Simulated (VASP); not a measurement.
A run of VASP 6.6.1 is set up as follows.

Contents of INCAR:

```
SYSTEM = Ti
PREC     = Accurate       ! precision mode
ENCUT    = 520            ! plane-wave cutoff, eV
EDIFF    = 1E-6           ! SCF threshold, eV
ISMEAR   = -1             ! smearing method
SIGMA    = 0.1            ! smearing width, eV
LREAL    = .FALSE.        ! projectors in reciprocal space
LASPH    = .TRUE.         ! aspherical terms in the spheres
NELM     = 100            ! most SCF steps
ALGO     = Normal         ! electronic algorithm
ISIF     = 2              ! what is computed and relaxed
LWAVE    = .FALSE.        ! write WAVECAR
LCHARG   = .TRUE.         ! write CHGCAR
GGA      = PS             ! functional
IVDW     = 13             ! dispersion correction
LELF     = .TRUE.         ! ELF
LVHAR    = .TRUE.       
NBANDS   = 12             ! bands
```

Contents of KPOINTS:

```
Automatic mesh
0
G
  8 8 8
  0 0 0
```

Contents of POSCAR:

```
Ti
1.0
   -1.6173400000      1.6499600000      1.6685200000
    1.6265000000     -1.6282300000      1.6559500000
    1.6336600000      1.6445400000     -1.6467900000
Ti
1
Direct
    0.0000000000      0.0000000000      0.0000000000
```

Potentials or basis: VASP PAW PBE potentials, release 64 (Ti_sv).

Launch:

```bash
$ cat potpaw_PBE.64/Ti_sv/POTCAR > POTCAR
$ mpirun -np 1 vasp_std > vasp.out
```

(1) Predict the dispersion energy per atom.

(2) Estimate the band gap on the k mesh.

(3) Predict the pressure.

## Answers

(1) -0.114 eV.

(2) zero (band 6 reaches 8.55 eV, above the bottom of band 7 at 7.13 eV).

(3) -8.5 GPa.

Caveat: the PAW data sets were made with another functional, which shifts forces and pressure a little; pairwise dispersion overbinds metals, which lowers pressure and volume.
